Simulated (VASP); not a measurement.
C:

```
C
1.0
     2.45591    0.00000    0.00000
    -1.22796    2.12688    0.00000
     0.00000    0.00000    7.01063
C
4
Direct
  0.00000 0.00000 0.25000
  0.00000 0.00000 0.75000
  0.33333 0.66667 0.25000
  0.66667 0.33333 0.75000
```

Base run:

| Quantity | Value |
| --- | --- |
| Program | VASP 6.6.1 |
| Functional | r2SCAN |
| Potentials or basis | VASP PAW PBE potentials, release 64 (C) |
| Cutoff | 520 eV |
| k mesh | 8 × 8 × 3 |
| Occupations | fermi-dirac, width 0.05 eV |
| Spin | no spin polarisation |

Its results: band gap on the k mesh 1.90 eV, indirect (least direct gap 1.93 eV); pressure 0.7 GPa.

Problem. The run is repeated on the same cell with these changes: k mesh from 8 × 8 × 3 to 14 × 14 × 4; further incar settings from ALGO = Normal; EDIFF = 1e-06; NBANDS = 16 to ALGO = Normal; EDIFF = 1e-07; NBANDS = 16. What comes out?

Solution. Band gap on the k mesh 1.05 eV, direct; pressure 0.7 GPa.

Caveats: the PAW data sets were made with another functional, which shifts forces and pressure a little.

A k mesh can miss the band edges.
